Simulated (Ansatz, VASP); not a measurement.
## One calculation of BaTiO3, two programs

```
Ba Ti O
1.0
     2.80792    1.60683    2.29543
    -2.84742    1.63510    2.32371
     0.00474   -3.27670    2.33406
Ba Ti O
1 1 3
Direct
  0.00000 0.00000 0.00000
  0.51400 0.51400 0.51400
  0.49160 0.49160 0.98150
  0.49160 0.98150 0.49160
  0.98150 0.49160 0.49160
```

Change from the starting cell: equal xy, yz and zx shear strains of -1 %.

Alike in both runs: task single point; functional PBE; k mesh 9 × 9 × 9; occupations fermi-dirac, width 0.05 eV; no spin polarisation.

|  | VASP | Ansatz |
| --- | --- | --- |
| version | VASP 6.6.1 | Ansatz 0.2.0 |
| potentials or method | VASP PAW PBE potentials, release 64 (Ba_sv, Ti_sv, O), cutoff 520 eV | all-electron LAPW, scalar-relativistic |

```csv
,VASP,Ansatz,Ansatz less VASP
gap on the k mesh at the Fermi level (eV),2.37,2.42,+0.049
pressure (GPa),6.9,5.1,-1.82
"traceless stress, the component that is largest in VASP (GPa)",1.12,1.08,-0.037
rms of the force components (eV/Å),0.122,0.105,-0.0172
```

Atom by atom the forces differ by 0.029 eV/Å (rms over components). Ansatz ran all-electron here, and VASP with PAW potentials.

Spin-orbit coupling is off throughout.
